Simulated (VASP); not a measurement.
Here is a VASP 6.6.1 calculation.

File INCAR:

```
SYSTEM = Re
ALGO     = Normal         ! electronic algorithm
EDIFF    = 1E-6           ! SCF threshold, eV
ENCUT    = 560            ! plane-wave cutoff, eV
GGA      = PE             ! functional
GGA_COMPAT= .False.      
ISIF     = 2              ! what is computed and relaxed
ISMEAR   = 0              ! smearing method
LASPH    = .True.         ! aspherical terms in the spheres
LCHARG   = .False.        ! write CHGCAR
LREAL    = .False.        ! projectors in reciprocal space
LWAVE    = .False.        ! write WAVECAR
NBANDS   = 14             ! bands
NELM     = 120            ! most SCF steps
PREC     = Accurate       ! precision mode
SIGMA    = 0.15           ! smearing width, eV
```

KPOINTS

```
k-points
0
Gamma
  10 10 10
  0 0 0
```

The input POSCAR:

```
Re
1.0
    0.0000000000      2.2967932169      1.4451422921
    2.2967932169      0.0000000000      1.4451422921
    2.2967932169      2.2967932169      0.0000000000
Re
1
Direct
    0.0000000000      0.0000000000      0.0000000000
```

Potentials or basis: VASP PAW PBE potentials, release 64 (Re_sv_GW).

Run with:

```console
$ cat potpaw_PBE.64/Re_sv_GW/POTCAR > POTCAR
$ mpirun -np 1 vasp_std > vasp.out
```

Predict the pressure.

-4.0 GPa.

Estimate the band gap on the k mesh.

zero (an odd number of electrons rules out a gap without spin polarisation).

Stress tensor (GPa, compression positive):
```
-5.67  0.00  0.00
 0.00 -5.67  0.00
 0.00  0.00 -0.56
```

Caveat: the stress differs along the axes, from -6 to -1 GPa; spin-orbit coupling is left out, which moves the levels of the heavy elements.
